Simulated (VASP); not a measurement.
# Eu3Si (Pm-3m) in VASP: single point with PBEsol

Aim: the single point of Eu3Si with PBEsol.

Everything below comes from runs of VASP 6.6.1. Logs are shortened: lines on timing, memory, paths and dates and some standing lists are left out, and cuts for length are marked.

## Step 1: The cell of the first run

Symmetry: Pm-3m, No. 221, cubic system. The conventional cell has a = 4.713 Å, b = 4.713 Å, c = 4.713 Å, α = 90.00°, β = 90.00°, γ = 90.00°. Within 4.4 Å of Eu (site symmetry 4/mmm) lie 8 Eu at 3.33 Å and 4 Si at 3.33 Å. Within 4.4 Å of Si (site symmetry m-3m) lie 12 Eu at 3.33 Å.

## Step 2: Single point, PBEsol, collinear spin, ferromagnetic start

POSCAR

```
Eu3Si
1.0
    4.7134196627      0.0000000000      0.0000000000
    0.0000000000      4.7134196627      0.0000000000
    0.0000000000      0.0000000000      4.7134196627
Eu Si
3 1
Direct
    0.0000000000      0.5000000000      0.5000000000
    0.5000000000      0.5000000000      0.0000000000
    0.5000000000      0.0000000000      0.5000000000
    0.0000000000      0.0000000000      0.0000000000
```

INCAR.step1

```
PREC     = Accurate       # precision mode
ENCUT    = 520            # plane-wave cutoff, eV
EDIFF    = 1E-7           # SCF threshold, eV
ISMEAR   = 0              # smearing method
SIGMA    = 0.05           # smearing width, eV
LREAL    = F              # projectors in reciprocal space
LASPH    = T              # aspherical terms in the spheres
NELM     = 150            # most SCF steps
ALGO     = Normal         # electronic algorithm
ISIF     = 2              # what is computed and relaxed
LWAVE    = F              # write WAVECAR
LCHARG   = T              # write CHGCAR
ISPIN    = 2              # spin polarisation
MAGMOM   = 7.64 7.64 7.64 0 # initial moments
LMAXMIX  = 6              # l up to which the mixer works
GGA      = PS             # functional
NBANDS   = 40             # bands
```

KPOINTS.step1

```
regular mesh
0
Gamma
  6 6 6
```

INCAR.step2

```
PREC     = Accurate       # precision mode
ENCUT    = 520            # plane-wave cutoff, eV
EDIFF    = 1E-7           # SCF threshold, eV
ISMEAR   = -5             # smearing method
SIGMA    = 0.05           # smearing width, eV
LREAL    = F              # projectors in reciprocal space
LASPH    = T              # aspherical terms in the spheres
NELM     = 150            # most SCF steps
ALGO     = Normal         # electronic algorithm
ISIF     = 2              # what is computed and relaxed
LWAVE    = F              # write WAVECAR
LCHARG   = F              # write CHGCAR
ISPIN    = 2              # spin polarisation
MAGMOM   = 7.64 7.64 7.64 0 # initial moments
LORBIT   = 10             # projections on sites
LMAXMIX  = 6              # l up to which the mixer works
GGA      = PS             # functional
NBANDS   = 40             # bands
NEDOS    = 2001           # points of the DOS
ICHARG   = 11             # starting density
```

KPOINTS.step2

```
regular mesh
0
Gamma
  9 9 9
```

Potentials or basis: VASP PAW PBE potentials, release 64 (Eu, Si).

Run with:

```sh
> cat potpaw_PBE.64/Eu/POTCAR potpaw_PBE.64/Si/POTCAR > POTCAR
> cp INCAR.step1 INCAR
> cp KPOINTS.step1 KPOINTS
> mpirun -np 1 vasp_std > vasp.out
> cp INCAR.step2 INCAR
> cp KPOINTS.step2 KPOINTS
> mpirun -np 1 vasp_std > vasp.out
```

OUTCAR:

```text
PREC = Accurate
   ENCUT = 520
   EDIFF = 1E-7
   ISMEAR = -5
   LREAL = F
   LASPH = T
   NELM = 150
   ISIF = 2
   ISPIN = 2
   LORBIT = 10
   GGA = PS
   ICHARG = 11

 ion  position               nearest neighbor table
   1  0.000  0.500  0.500-   2 3.33   3 3.33   4 3.33   2 3.33   4 3.33   3 3.33   4 3.33   4 3.33
                             2 3.33   3 3.33   2 3.33   3 3.33
   2  0.500  0.500  0.000-   1 3.33   3 3.33   4 3.33   1 3.33   3 3.33   3 3.33   4 3.33   3 3.33
                             1 3.33   4 3.33   1 3.33   4 3.33
   3  0.500  0.000  0.500-   1 3.33   2 3.33   4 3.33   2 3.33   4 3.33   1 3.33   2 3.33   2 3.33
                             1 3.33   4 3.33   4 3.33   1 3.33
   4  0.000  0.000  0.000-   1 3.33   2 3.33   3 3.33   1 3.33   3 3.33   1 3.33   2 3.33   1 3.33
                             2 3.33   3 3.33   3 3.33   2 3.33

  LATTYP: Found a simple cubic cell.
 ALAT       =     4.7134196627

  Lattice vectors:

 A1 = (   4.7134196627,   0.0000000000,   0.0000000000)
 A2 = (   0.0000000000,   4.7134196627,   0.0000000000)
 A3 = (   0.0000000000,   0.0000000000,   4.7134196627)

Analysis of symmetry for initial positions (statically):
=====================================================================
 Subroutine PRICEL returns:
 Original cell was already a primitive cell.

 Routine SETGRP: Setting up the symmetry group for a
 simple cubic supercell.

 Subroutine GETGRP returns: Found 48 space group operations
 (whereof 48 operations were pure point group operations)
 out of a pool of 48 trial point group operations.

The static configuration has the point symmetry O_h .

Analysis of symmetry for dynamics (positions and initial velocities):
=====================================================================
 Subroutine PRICEL returns:
 Original cell was already a primitive cell.

 Routine SETGRP: Setting up the symmetry group for a
 simple cubic supercell.

 Subroutine GETGRP returns: Found 48 space group operations
 (whereof 48 operations were pure point group operations)
 out of a pool of 48 trial point group operations.

The dynamic configuration has the point symmetry O_h .

Analysis of structural, dynamic, and magnetic symmetry:
=====================================================================
 Subroutine PRICEL returns:
 Original cell was already a primitive cell.

 Routine SETGRP: Setting up the symmetry group for a
 simple cubic supercell.

 Subroutine GETGRP returns: Found 48 space group operations
 (whereof 48 operations were pure point group operations)
 out of a pool of 48 trial point group operations.

The overall configuration has the point symmetry O_h .

 Subroutine INISYM returns: Found 48 space group operations
 (whereof 48 operations are pure point group operations),
 and found     1 'primitive' translations

----------------------------------------------------------------------------------------

                                     Primitive cell

  volume of cell :     104.7149

  direct lattice vectors                    reciprocal lattice vectors
     4.713419663  0.000000000  0.000000000     0.212160188  0.000000000  0.000000000
     0.000000000  4.713419663  0.000000000     0.000000000  0.212160188  0.000000000
     0.000000000  0.000000000  4.713419663     0.000000000  0.000000000  0.212160188

  length of vectors
     4.713419663  4.713419663  4.713419663     0.212160188  0.212160188  0.212160188

  position of ions in fractional coordinates (direct lattice)
     0.000000000  0.500000000  0.500000000
     0.500000000  0.500000000  0.000000000
     0.500000000  0.000000000  0.500000000
     0.000000000  0.000000000  0.000000000

  ion indices of the primitive-cell ions
   primitive index   ion index
                 1           1
                 2           2
                 3           3
                 4           4

----------------------------------------------------------------------------------------

 KPOINTS: regular mesh

Automatic generation of k-mesh.
 Grid dimensions read from file:
[... 25 lines left out ...]
  0.111111  0.000000  0.000000      6.000000
  0.222222  0.000000  0.000000      6.000000
  0.333333  0.000000  0.000000      6.000000
  0.444444  0.000000  0.000000      6.000000
  0.111111  0.111111  0.000000     12.000000
[... 16 lines left out ...]
  0.333333  0.333333  0.111111     24.000000
  0.444444  0.333333  0.111111     48.000000
 [... further k-points ...]
   k-points           NKPTS =     35   k-points in BZ     NKDIM =     35   number of bands    NBANDS=     40
   number of dos      NEDOS =   2001   number of ions     NIONS =      4
   total plane-waves  NPLWV =  46656
   dimension x,y,z NGX =    36 NGY =   36 NGZ =   36
   dimension x,y,z NGXF=    72 NGYF=   72 NGZF=   72
   ions per type =               3   1
   NGX,Y,Z   is equivalent  to a cutoff of  12.70, 12.70, 12.70 a.u.
   NGXF,Y,Z  is equivalent  to a cutoff of  25.39, 25.39, 25.39 a.u.
 SYSTEM =  unknown system
   PREC   = accura    normal or accurate (medium, high low for compatibility)
   ISTART =      0    job   : 0-new  1-cont  2-samecut
   ICHARG =     11    charge: 1-file 2-atom 10-const
   ISPIN  =      2    spin polarized calculation?
   LNONCOLLINEAR =      F non collinear calculations
   LSORBIT =      F    spin-orbit coupling
   LASPH  =      T    aspherical Exc in radial PAW
   ENCUT  =  520.0 eV  38.22 Ry    6.18 a.u.   8.76  8.76  8.76*2*pi/ulx,y,z
   NELM   =    150;   NELMIN=  2; NELMDL=  0     # of ELM steps
   EDIFF  = 0.1E-06   stopping-criterion for ELM
   LREAL  =      F    real-space projection
   EDIFFG = 0.1E-05   stopping-criterion for IOM
   NSW    =      0    number of steps for IOM
   IBRION =     -1    ionic relax: 0-MD 1-quasi-New 2-CG
   NFREE  =      0    steps in history (QN), initial steepest desc. (CG)
   ISIF   =      2    stress and relaxation
   ISYM   =      2    0-nonsym 1-usesym 2-fastsym
   POTIM  = 0.5000    time-step for ionic-motion
   TEBEG  =    0.0;   TEEND  =   0.0 temperature during run
   PSTRESS=    0.0 pullay stress
   NELECT =      55.0000    total number of electrons
   NUPDOWN=      -1.0000    fix difference up-down
   EMIN   =  10.00;   EMAX   =-10.00  energy-range for DOS
   EFERMI =   0.00;   METHOD = LEGACY
   ISMEAR =    -5;   SIGMA  =   0.05  broadening in eV -4-tet -1-fermi 0-gaus
   EFERMI_NEDOS =   21; number of points for ismear=-14 and -15
   IALGO  =     38    algorithm
   IMIX   =      4    mixing-type and parameters
     AMIX     =   0.40;   BMIX     =  1.00
     AMIX_MAG =   1.60;   BMIX_MAG =  1.00
  volume/ion in A,a.u.               =      26.18       176.66
  Fermi-wavevector in a.u.,A,eV,Ry     =   1.320869  2.496080 23.738001  1.744694
  Thomas-Fermi vector in A             =   2.450664
   LORBIT       =     10    0 simple, 1 ext, 2 COOP (PROOUT), +10 PAW based schemes
   GGA     = PS    functional components
   LHFCALC =     F    Hartree Fock is set to
   AEXX    =    0.0000 exact exchange contribution
   IVDW    =     0    specifies the selected vdW correction
   LEPSILON=     F    determine dielectric tensor
   LRPA    =     F    only Hartree local field effects (RPA)
 spin polarized calculation
 Fermi weights with tetrahedron method with Bloechl corrections
  energy-cutoff  :      520.00
  volume of cell :      104.71
 maximum number of plane-waves:      2849
 NGX is ok and might be reduce to    36

 number of electron      54.9999983 magnetization      21.5413502

 Free energy of the ion-electron system (eV)
  ---------------------------------------------------
  ext. energy  EPLUGINS =         0.00000000
  ---------------------------------------------------
  free energy    TOTEN  =       -42.16029729 eV

  energy without entropy =      -42.16029729  energy(sigma->0) =      -42.16029729

 E-fermi :   4.0131     XC(G=0): -10.5684

 val. band max:        4.1835914522   @ k =   0.0000   0.0000   0.0000
 cond. band min:       3.9395471114   @ k =   0.4444   0.4444   0.4444
 fundamental gap:     -0.2440443407
 Fermi energy:         4.0130531120

 spin component 1

 k-point     1 :       0.0000    0.0000    0.0000
  band No.  band energies     occupation
      1     -37.4874      1.00000
      2     -37.2549      1.00000
      3     -37.2549      1.00000
      4     -16.7985      1.00000
      5     -16.7985      1.00000
      6     -16.7985      1.00000
[... 997 lines left out ...]
     38       3.8426      1.00000
     39       4.3833      0.00000

 [... further k-points ...]

 spin component 2

 k-point     1 :       0.0000    0.0000    0.0000
  band No.  band energies     occupation
      1     -34.4287      1.00000
      2     -34.1518      1.00000
      3     -34.1518      1.00000
      4     -14.5742      1.00000
      5     -14.5742      1.00000
      6     -14.5742      1.00000
[... 997 lines left out ...]
     38       8.4142      0.00000
     39       8.4324      0.00000

 [... further k-points ...]

 [bands above 39 left out]

------------------------ aborting loop because EDIFF is reached ----------------------------------------

  FORCE on cell =-STRESS in cart. coord.  units (eV):
  Direction    XX          YY          ZZ          XY          YZ          ZX
  --------------------------------------------------------------------------------------
  -------------------------------------------------------------------------------------
  Total        0.1753838      0.1753838      0.1753838      0.0000000      0.0000000     -0.0000000
  in kB        2.6834395      2.6834395      2.6834395      0.0000000      0.0000000     -0.0000000
  external PRESSURE =       2.6834395 kB  Pullay stress =       0.0000000 kB

 VOLUME and BASIS-vectors are now :
 -----------------------------------------------------------------------------
  energy-cutoff  :      520.00
  volume of cell :      104.71
      direct lattice vectors                 reciprocal lattice vectors
     4.713419663  0.000000000  0.000000000     0.212160188  0.000000000  0.000000000
     0.000000000  4.713419663  0.000000000     0.000000000  0.212160188  0.000000000
     0.000000000  0.000000000  4.713419663     0.000000000  0.000000000  0.212160188

 POSITION                                       TOTAL-FORCE (eV/Angst)
 -----------------------------------------------------------------------------------
      0.00000      2.35671      2.35671         0.000000      0.000000      0.000000
      2.35671      2.35671      0.00000         0.000000      0.000000      0.000000
      2.35671      0.00000      2.35671         0.000000      0.000000      0.000000
      0.00000      0.00000      0.00000         0.000000      0.000000      0.000000
 -----------------------------------------------------------------------------------
    total drift:                                0.000000      0.000000      0.000000

  FREE ENERGIE OF THE ION-ELECTRON SYSTEM (eV)
  ---------------------------------------------------
  free  energy   TOTEN  =       -42.1602972885 eV

  energy  without entropy=      -42.1602972885  energy(sigma->0) =      -42.16029729

 total charge

# of ion       s       p       d       f       tot
--------------------------------------------------
    1        2.074   5.672   0.517   6.548  14.811
    2        2.074   5.672   0.517   6.548  14.811
    3        2.074   5.672   0.517   6.548  14.811
    4        0.759   0.828   0.000   0.000   1.587
--------------------------------------------------
tot          6.982  17.843   1.551  19.645  46.021

 magnetization (x)

# of ion       s       p       d       f       tot
--------------------------------------------------
    1        0.012  -0.080   0.228   6.526   6.686
    2        0.012  -0.080   0.228   6.526   6.686
    3        0.012  -0.080   0.228   6.526   6.686
    4       -0.021  -0.082   0.000   0.000  -0.103
--------------------------------------------------
tot          0.016  -0.321   0.685  19.577  19.957
```

It took 8.9 min on 1 thread of Intel Xeon 6975P-C (Granite Rapids), shared host; peak memory 0.38 GiB.

Results:

```
Net moment                                            : 21.54 μB per cell
Site moments                                          : Eu +6.69; Si -0.10 μB
Valence electrons inside the program's atomic spheres : Eu 14.81; Si 1.59
```

Levels at points of the mesh, in eV from the Fermi level:
Spin up:
```tsv
k point	band 34	band 35	band 36	band 37	band 38	band 39	band 40
(0.00, 0.00, 0.00)	-0.39	-0.39	-0.35	-0.35	-0.32	-0.32	-0.32
```
Spin down:
```csv
k point,band 14,band 15,band 16,band 17,band 18,band 19,band 20,band 21
"(0.00, 0.00, 0.00)",-2.31,-0.39,-0.39,0.17,0.17,0.17,0.30,0.30
```

Caveat: the highest band is partly filled, so the run has too few bands; the PAW data sets were made with another functional, which shifts forces and pressure a little; spin-orbit coupling is left out, which moves the levels of the heavy elements; semilocal functionals describe open f shells poorly, which spoils levels, moments and volumes.
